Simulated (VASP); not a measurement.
# SiGe3 (P2_1/m) in VASP: single point with PBEsol

Aim: the single point of SiGe3 with PBEsol.

Program: VASP 6.6.1. These are calculated values, not measurements. Logs are shortened: lines on timing, memory, paths and dates and some standing lists are left out, and cuts for length are marked.

**1. The cell of the first run**

The structure is monoclinic, space group P2_1/m (No. 11). The conventional cell has a = 6.520 Å, b = 3.947 Å, c = 6.841 Å, α = 90.00°, β = 90.03°, γ = 90.00°. Within 3.2 Å of Ge (site symmetry m) lie 4 Ge at 2.43 to 2.46 Å. Ge (site symmetry m) has 1 Si at 2.42 Å and 3 Ge at 2.43 to 2.44 Å within 3.2 Å. Ge (site symmetry m) has 1 Si at 2.41 Å and 3 Ge at 2.45 to 2.46 Å within 3.2 Å. Si (site symmetry m) has 2 Si at 2.38 Å and 2 Ge at 2.41 to 2.42 Å within 3.1 Å.

**2. Single point, PBEsol**

Input file INCAR:

```
PREC = Accurate
ENCUT = 520
EDIFF = 1E-6
ISMEAR = 0
SIGMA = 0.1
LREAL = False
LASPH = True
NELM = 100
ALGO = Normal
ISIF = 2
LWAVE = False
LCHARG = False
GGA = PS
NBANDS = 56
KPAR = 4
```

Input file KPOINTS:

```
Automatic mesh
0
Gamma
  10 6 6
```

Input file POSCAR:

```
SiGe3
1.0
    1.9735752904      3.4183326756      0.0000000000
   -0.0012389297      0.0007152964      6.5203626870
    5.9243118423     -3.4204030369     -0.0015006521
Ge Si
6 2
Direct
    0.5000000000      0.0617554343      0.1648110876
    0.0000000000      0.0689940698      0.6685330870
    0.0000000000      0.5613182848      0.3383251334
    0.5000000000      0.4386817152      0.1616748666
    0.5000000000      0.9310059302      0.8314669130
    0.0000000000      0.9382445657      0.3351889124
    0.5000000000      0.5598947742      0.8286710224
    0.0000000000      0.4401052258      0.6713289776
```

Potentials or basis: VASP PAW PBE potentials, release 64 (Ge_d, Si).

Started as:

```
> cat potpaw_PBE.64/Ge_d/POTCAR potpaw_PBE.64/Si/POTCAR > POTCAR
> mpirun -np 4 vasp_std > vasp.out
```

OUTCAR:

```text
PREC = Accurate
   ENCUT = 520
   EDIFF = 1E-6
   ISMEAR = 0
   LREAL = False
   LASPH = True
   NELM = 100
   ISIF = 2
   GGA = PS

 ion  position               nearest neighbor table
   1  0.500  0.062  0.165-   6 2.43   6 2.43   5 2.43   4 2.46
   2  0.000  0.069  0.669-   8 2.42   6 2.43   5 2.44   5 2.44
   3  0.000  0.561  0.338-   8 2.41   4 2.45   4 2.45   6 2.46
   4  0.500  0.439  0.162-   7 2.41   3 2.45   3 2.45   1 2.46
   5  0.500  0.931  0.831-   7 2.42   1 2.43   2 2.44   2 2.44
   6  0.000  0.938  0.335-   1 2.43   1 2.43   2 2.43   3 2.46
   7  0.500  0.560  0.829-   8 2.38   8 2.38   4 2.41   5 2.42
   8  0.000  0.440  0.671-   7 2.38   7 2.38   3 2.41   2 2.42

  LATTYP: Found a simple monoclinic cell.
 ALAT       =     6.5203628439
 B/A-ratio  =     0.6053575047
 C/A-ratio  =     1.0491450249
 COS(beta)  =    -0.0004387716

  Lattice vectors:

 A1 = (  -0.0012389297,   0.0007152964,   6.5203626870)
 A2 = (  -1.9735752904,  -3.4183326756,   0.0000000000)
 A3 = (   5.9243118423,  -3.4204030369,  -0.0015006521)

Analysis of symmetry for initial positions (statically):
=====================================================================
 Subroutine PRICEL returns:
 Original cell was already a primitive cell.

 Routine SETGRP: Setting up the symmetry group for a
 simple monoclinic supercell.

 Subroutine GETGRP returns: Found  4 space group operations
 (whereof  2 operations were pure point group operations)
 out of a pool of  4 trial point group operations.

The static configuration has the point symmetry C_1h.
 The point group associated with its full space group is C_2h.

Analysis of symmetry for dynamics (positions and initial velocities):
=====================================================================
 Subroutine PRICEL returns:
 Original cell was already a primitive cell.

 Routine SETGRP: Setting up the symmetry group for a
 simple monoclinic supercell.

 Subroutine GETGRP returns: Found  4 space group operations
 (whereof  2 operations were pure point group operations)
 out of a pool of  4 trial point group operations.

The dynamic configuration has the point symmetry C_1h.
 The point group associated with its full space group is C_2h.

 Subroutine INISYM returns: Found  4 space group operations
 (whereof  2 operations are pure point group operations),
 and found     1 'primitive' translations

----------------------------------------------------------------------------------------

                                     Primitive cell

  volume of cell :     176.0608

  direct lattice vectors                    reciprocal lattice vectors
     1.973575290  3.418332676  0.000000000     0.126673657  0.219405210 -0.000000000
    -0.001238930  0.000715296  6.520362687     0.000029136 -0.000016822  0.153365709
     5.924311842 -3.420403037 -0.001500652     0.126596988 -0.073090805  0.000032073

  length of vectors
     3.947150581  6.520362844  6.840806238     0.253347315  0.153365713  0.146181614

  position of ions in fractional coordinates (direct lattice)
     0.500000000  0.061755434  0.164811088
     1.000000000  0.068994070  0.668533087
     1.000000000  0.561318285  0.338325133
     0.500000000  0.438681715  0.161674867
     0.500000000  0.931005930  0.831466913
     1.000000000  0.938244566  0.335188912
     0.500000000  0.559894774  0.828671022
     1.000000000  0.440105226  0.671328978

  ion indices of the primitive-cell ions
   primitive index   ion index
                 1           1
                 2           2
                 3           3
                 4           4
                 5           5
                 6           6
                 7           7
                 8           8

----------------------------------------------------------------------------------------

 KPOINTS: Automatic mesh

Automatic generation of k-mesh.
 Grid dimensions read from file:
 generate k-points for:   10    6    6

 Generating k-lattice:

  Cartesian coordinates                     Fractional coordinates (reciprocal lattice)
     0.012667366  0.021940521 -0.000000000     0.100000000  0.000000000 -0.000000000
     0.000004856 -0.000002804  0.025560952     0.000000000  0.166666667  0.000000000
     0.021099498 -0.012181801  0.000005345     0.000000000  0.000000000  0.166666667

  Length of vectors
     0.025334731  0.025560952  0.024363602

  Shift w.r.t. Gamma in fractional coordinates (k-lattice)
     0.000000000  0.000000000  0.000000000

 Subroutine IBZKPT returns following result:
 ===========================================

 Found    120 irreducible k-points:

 Following reciprocal coordinates:
            Coordinates               Weight
  0.000000  0.000000  0.000000      1.000000
  0.100000 -0.000000  0.000000      2.000000
  0.200000 -0.000000  0.000000      2.000000
  0.300000  0.000000  0.000000      2.000000
  0.400000  0.000000 -0.000000      2.000000
  0.500000 -0.000000 -0.000000      1.000000
[... 16 lines left out ...]
  0.400000  0.500000 -0.000000      2.000000
  0.500000  0.500000  0.000000      1.000000
 [... further k-points ...]
   k-points           NKPTS =    120   k-points in BZ     NKDIM =    120   number of bands    NBANDS=     56
   number of dos      NEDOS =    301   number of ions     NIONS =      8
   total plane-waves  NPLWV =  77760
   dimension x,y,z NGX =    30 NGY =   48 NGZ =   54
   dimension x,y,z NGXF=    60 NGYF=   96 NGZF=  108
   ions per type =               6   2
   NGX,Y,Z   is equivalent  to a cutoff of  12.64, 12.24, 13.12 a.u.
   NGXF,Y,Z  is equivalent  to a cutoff of  25.27, 24.48, 26.25 a.u.
 SYSTEM =  unknown system
   PREC   = accura    normal or accurate (medium, high low for compatibility)
   ISTART =      0    job   : 0-new  1-cont  2-samecut
   ICHARG =      2    charge: 1-file 2-atom 10-const
   ISPIN  =      1    spin polarized calculation?
   LNONCOLLINEAR =      F non collinear calculations
   LSORBIT =      F    spin-orbit coupling
   LASPH  =      T    aspherical Exc in radial PAW
   ENCUT  =  520.0 eV  38.22 Ry    6.18 a.u.   7.34 12.12 12.72*2*pi/ulx,y,z
   NELM   =    100;   NELMIN=  2; NELMDL= -5     # of ELM steps
   EDIFF  = 0.1E-05   stopping-criterion for ELM
   LREAL  =      F    real-space projection
   EDIFFG = 0.1E-04   stopping-criterion for IOM
   NSW    =      0    number of steps for IOM
   IBRION =     -1    ionic relax: 0-MD 1-quasi-New 2-CG
   NFREE  =      0    steps in history (QN), initial steepest desc. (CG)
   ISIF   =      2    stress and relaxation
   ISYM   =      2    0-nonsym 1-usesym 2-fastsym
   POTIM  = 0.5000    time-step for ionic-motion
   TEBEG  =    0.0;   TEEND  =   0.0 temperature during run
   PSTRESS=    0.0 pullay stress
   NELECT =      92.0000    total number of electrons
   NUPDOWN=      -1.0000    fix difference up-down
   EMIN   =  10.00;   EMAX   =-10.00  energy-range for DOS
   EFERMI =   0.00;   METHOD = LEGACY
   ISMEAR =     0;   SIGMA  =   0.10  broadening in eV -4-tet -1-fermi 0-gaus
   EFERMI_NEDOS =   21; number of points for ismear=-14 and -15
   IALGO  =     38    algorithm
   IMIX   =      4    mixing-type and parameters
     AMIX     =   0.40;   BMIX     =  1.00
     AMIX_MAG =   1.60;   BMIX_MAG =  1.00
  volume/ion in A,a.u.               =      22.01       148.51
  Fermi-wavevector in a.u.,A,eV,Ry     =   1.318611  2.491813 23.656908  1.738734
  Thomas-Fermi vector in A             =   2.448568
   LORBIT       =      0    0 simple, 1 ext, 2 COOP (PROOUT), +10 PAW based schemes
   GGA     = PS    functional components
   LHFCALC =     F    Hartree Fock is set to
   AEXX    =    0.0000 exact exchange contribution
   IVDW    =     0    specifies the selected vdW correction
   LEPSILON=     F    determine dielectric tensor
   LRPA    =     F    only Hartree local field effects (RPA)
 non-spin polarized calculation
 Gauss-broadening in eV      SIGMA  =   0.10
  energy-cutoff  :      520.00
  volume of cell :      176.06
 maximum number of plane-waves:      4790
 NGX is ok and might be reduce to    30
   NGX = 15   NGY = 25   NGZ = 25

 number of electron      92.0000013 magnetization

 Free energy of the ion-electron system (eV)
  ---------------------------------------------------
  ext. energy  EPLUGINS =         0.00000000
  ---------------------------------------------------
  free energy    TOTEN  =       -40.93237951 eV

  energy without entropy =      -40.93165114  energy(sigma->0) =      -40.93201533

 E-fermi :   5.2839     XC(G=0):  -9.9924

 val. band max:        5.2704516138   @ k =   0.0000   0.0000   0.0000
 cond. band min:       5.3083962295   @ k =   0.0000   0.0000   0.0000
 fundamental gap:      0.0379446158
 Fermi energy:         5.2838763577

 k-point     1 :       0.0000    0.0000    0.0000
  band No.  band energies     occupation
      1     -19.6159      2.00000
      2     -19.5936      2.00000
      3     -19.5828      2.00000
      4     -19.5807      2.00000
      5     -19.5712      2.00000
      6     -19.5665      2.00000
[... 48 lines left out ...]
     55       8.6417      0.00000
     56       9.4411      0.00000

 k-point     2 :       0.1000   -0.0000    0.0000
  band No.  band energies     occupation
      1     -19.6193      2.00000
      2     -19.5945      2.00000
      3     -19.5902      2.00000
      4     -19.5746      2.00000
      5     -19.5739      2.00000
      6     -19.5665      2.00000
[... 48 lines left out ...]
     55       9.4978      0.00000
     56       9.5657      0.00000

 k-point     3 :       0.2000   -0.0000    0.0000
  band No.  band energies     occupation
      1     -19.6239      2.00000
      2     -19.5986      2.00000
      3     -19.5973      2.00000
      4     -19.5800      2.00000
      5     -19.5711      2.00000
      6     -19.5601      2.00000
[... 1172 lines left out ...]
 k-point    23 :       0.4000    0.5000   -0.0000
  band No.  band energies     occupation
      1     -19.6065      2.00000
      2     -19.6034      2.00000
      3     -19.5955      2.00000
      4     -19.5932      2.00000
      5     -19.5569      2.00000
      6     -19.5507      2.00000
[... 48 lines left out ...]
     55       9.3876      0.00000
     56       9.8777      0.00000

 k-point    24 :       0.5000    0.5000    0.0000
  band No.  band energies     occupation
      1     -19.6008      2.00000
      2     -19.6008      2.00000
      3     -19.5985      2.00000
      4     -19.5985      2.00000
      5     -19.5516      2.00000
      6     -19.5516      2.00000
[... 48 lines left out ...]
     55       9.6666      0.00000
     56       9.6690      0.00000

 [... further k-points ...]

------------------------ aborting loop because EDIFF is reached ----------------------------------------

  FORCE on cell =-STRESS in cart. coord.  units (eV):
  Direction    XX          YY          ZZ          XY          YZ          ZX
  --------------------------------------------------------------------------------------
  -------------------------------------------------------------------------------------
  Total       -0.0890480     -0.0747367     -0.1073894      0.0123939     -0.0044294      0.0076718
  in kB       -0.8103485     -0.6801139     -0.9772584      0.1127864     -0.0403078      0.0698143
  external PRESSURE =      -0.8225736 kB  Pullay stress =       0.0000000 kB

 VOLUME and BASIS-vectors are now :
 -----------------------------------------------------------------------------
  energy-cutoff  :      520.00
  volume of cell :      176.06
      direct lattice vectors                 reciprocal lattice vectors
     1.973575290  3.418332676  0.000000000     0.126673657  0.219405210 -0.000000000
    -0.001238930  0.000715296  6.520362687     0.000029136 -0.000016822  0.153365709
     5.924311842 -3.420403037 -0.001500652     0.126596988 -0.073090805  0.000032073

 POSITION                                       TOTAL-FORCE (eV/Angst)
 -----------------------------------------------------------------------------------
      1.96310      1.14549      0.40242         0.001610     -0.000930     -0.009648
      3.96051     -2.28660      0.44886         0.003065     -0.001769      0.004204
      2.00365     -1.15681      3.65949        -0.009613      0.005550     -0.014832
      1.94406      1.15649      2.86012         0.009613     -0.005550      0.014832
      5.91150     -1.13412      6.06925        -0.003065      0.001769     -0.004204
      1.98460     -1.14581      6.11719        -0.001610      0.000930      0.009648
      5.89540     -1.12482      3.64947         0.008972     -0.005180      0.011848
      3.97662     -2.29590      2.86864        -0.008972      0.005180     -0.011848
 -----------------------------------------------------------------------------------
    total drift:                                0.000000     -0.000000      0.000000

  FREE ENERGIE OF THE ION-ELECTRON SYSTEM (eV)
  ---------------------------------------------------
  free  energy   TOTEN  =       -40.9323795104 eV

  energy  without entropy=      -40.9316511428  energy(sigma->0) =      -40.93201533
```

It took 9 min on 4 MPI ranks of AMD EPYC 7R43 (Zen 3), shared host; peak memory 0.82 GiB.

What came out:

| Quantity | Value |
| --- | --- |
| Free energy | -40.9324 eV |
| Pressure | -0.1 GPa |
| Largest force | 0.019 eV/Å |
| Band gap on the k mesh | 0.04 eV |

Forces in eV/Å, atoms in the order of the input:
```
Ge   0.002 -0.001 -0.010
Ge   0.003 -0.002  0.004
Ge  -0.010  0.006 -0.015
Ge   0.010 -0.006  0.015
Ge  -0.003  0.002 -0.004
Ge  -0.002  0.001  0.010
Si   0.009 -0.005  0.012
Si  -0.009  0.005 -0.012
```

Caveat: the PAW data sets were made with another functional, which shifts forces and pressure a little. A k mesh can miss the band edges.
